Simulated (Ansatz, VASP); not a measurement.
# BaF2 in VASP and in Ansatz

Contents of INCAR:

```
ALGO = Normal
EDIFF = 1E-6
ENCUT = 600
GGA = CA
GGA_COMPAT = F
ISIF = 2
ISMEAR = -1
LASPH = T
LCHARG = T
LELF = T
LREAL = F
LVHAR = T
LWAVE = F
NBANDS = 19
NELM = 120
PREC = Accurate
SIGMA = 0.01
```

The input KPOINTS:

```
k-points
0
Gamma
  8 8 8
```

POSCAR

```
BaF2
1.0
    0.0000000000      3.0581522964      3.0581522964
    3.0581522964      0.0000000000      3.0581522964
    3.0581522964      3.0581522964      0.0000000000
Ba F
1 2
Direct
    0.0000000000      0.0000000000      0.0000000000
    0.2500000000      0.2500000000      0.2500000000
    0.7500000000      0.7500000000      0.7500000000
```

Input for Ansatz:

```yaml
crystal:
  lattice:
    - [0.0, 3.0581522964, 3.0581522964]
    - [3.0581522964, 0.0, 3.0581522964]
    - [3.0581522964, 3.0581522964, 0.0]
  atoms:
    - { symbol: Ba, position: [0.0, 0.0, 0.0] }
    - { symbol: F, position: [0.25, 0.25, 0.25] }
    - { symbol: F, position: [0.75, 0.75, 0.75] }
kpoints:
  mp_grid: { grid: [8, 8, 8] }
  band_path:
    path:
      - [0.0, 0.0, 0.0]
      - [0.5, 0.0, 0.5]
      - [0.625, 0.25, 0.625]
      - [0.375, 0.375, 0.75]
      - [0.0, 0.0, 0.0]
      - [0.5, 0.5, 0.5]
      - [0.5, 0.25, 0.75]
      - [0.5, 0.0, 0.5]
    npoints: 5
scf:
  occupations: { method: fermi_dirac, width: 0.01 }
hamiltonian:
  xc: lda
  pseudopotentials: { kind: all_electron, lapw: { basis_error: 0.001 } }
output:
  forces: true
  stress: true
  eigenvalues: true
```

Change from the starting cell: volume scaled by 0.96.

Alike in both runs: task single point; functional LDA; k mesh 8 × 8 × 8; occupations fermi-dirac, width 0.01 eV; no spin polarisation.

```csv
,VASP,Ansatz
version,VASP 6.6.1,Ansatz 0.2.0
potentials or method,"VASP PAW LDA potentials, release 64 (Ba_sv, F), cutoff 600 eV","all-electron LAPW, scalar-relativistic"
```

```csv
,VASP,Ansatz,Ansatz less VASP
gap on the k mesh at the Fermi level (eV),6.55,6.61,+0.062
pressure (GPa),-1.0,-2.3,-1.33
```

LDA's correlation is that of Perdew and Zunger in VASP and of Perdew and Wang (1992) in Ansatz. Ansatz ran all-electron here, and VASP with PAW potentials.

Neither program's run includes spin-orbit coupling.
